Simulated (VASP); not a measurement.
A run of VASP 6.6.1 is set up as follows.

Contents of INCAR:

```
PREC     = Accurate       # precision mode
ENCUT    = 520            # plane-wave cutoff, eV
EDIFF    = 1E-6           # SCF threshold, eV
ISMEAR   = -1             # smearing method
SIGMA    = 0.05           # smearing width, eV
LREAL    = False          # projectors in reciprocal space
LASPH    = True           # aspherical terms in the spheres
NELM     = 100            # most SCF steps
ALGO     = Fast           # electronic algorithm
ISIF     = 2              # what is computed and relaxed
LWAVE    = False          # write WAVECAR
LCHARG   = False          # write CHGCAR
NBANDS   = 13             # bands
```

File KPOINTS:

```
Automatic mesh
0
Gamma
  9 9 9
```

The input POSCAR:

```
Pb
1.0
    0.0000000000      2.4750200000      2.4750200000
    2.4750200000      0.0000000000      2.4750200000
    2.4750200000      2.4750200000      0.0000000000
Pb
1
Direct
    0.0000000000      0.0000000000      0.0000000000
```

Potentials or basis: VASP PAW LDA potentials, release 64 (Pb_d).

Run with:

```bash
$ cat potpaw_LDA.64/Pb_d/POTCAR > POTCAR
$ mpirun -np 1 vasp_std > vasp.out
```

(1) What does it give for the band gap on the k mesh?

(2) Estimate the pressure.

Results:

(1) zero (band 7 reaches 14.35 eV, above the bottom of band 8 at 5.46 eV).

(2) -2.1 GPa.

Caveat: spin-orbit coupling is left out, which moves the levels of the heavy elements.
